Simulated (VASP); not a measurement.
Here is a VASP 6.6.1 calculation.

File INCAR:

```
SYSTEM = MnO2
  PREC = Accurate
  ENCUT = 520
  EDIFF = 1E-7
  ISMEAR = 0
  SIGMA = 0.05
  LREAL = .FALSE.
  LASPH = .TRUE.
  NELM = 150
  ALGO = Normal
  ISIF = 2
  LWAVE = .FALSE.
  LCHARG = .FALSE.
  ISPIN = 2
  MAGMOM = 2.49 0.05 0.05
  LORBIT = 11
  LMAXMIX = 4
  GGA = PE
  NBANDS = 24
  NELECT = 24.9
```

The input KPOINTS:

```
Automatic mesh
0
G
  12 12 6
  0 0 0
```

POSCAR

```
MnO2
1.0
    2.8565781804      0.0000000000      0.0000000000
   -1.4282890902      2.4738692722      0.0000000000
    0.0000000000      0.0000000000      4.6013740589
Mn O
1 2
Direct
    0.0000000000      0.0000000000      0.5000000000
    0.6666666700      0.3333333300      0.2937074300
    0.3333333300      0.6666666700      0.7062925700
```

Potentials or basis: VASP PAW PBE potentials, release 64 (Mn_pv, O).

Command:

```sh
$ cat potpaw_PBE.64/Mn_pv/POTCAR potpaw_PBE.64/O/POTCAR > POTCAR
$ mpirun -np 1 vasp_std > vasp.out
```

What does it give for the net moment?

2.90 μB per cell.

What does it give for the largest force?

0.198 eV/Å.

What does it give for the site moments?

Mn +2.78; O +0.03 μB.

Forces in eV/Å, atoms in the order of the input:
```
Mn   0.000  0.000  0.000
O    0.000  0.000 -0.198
O    0.000  0.000  0.198
```

Caveat: the cell carries a net charge on a neutralising background, which shifts energy and pressure; a cell with one magnetic atom can't hold antiferromagnetic order, which such compounds often take.
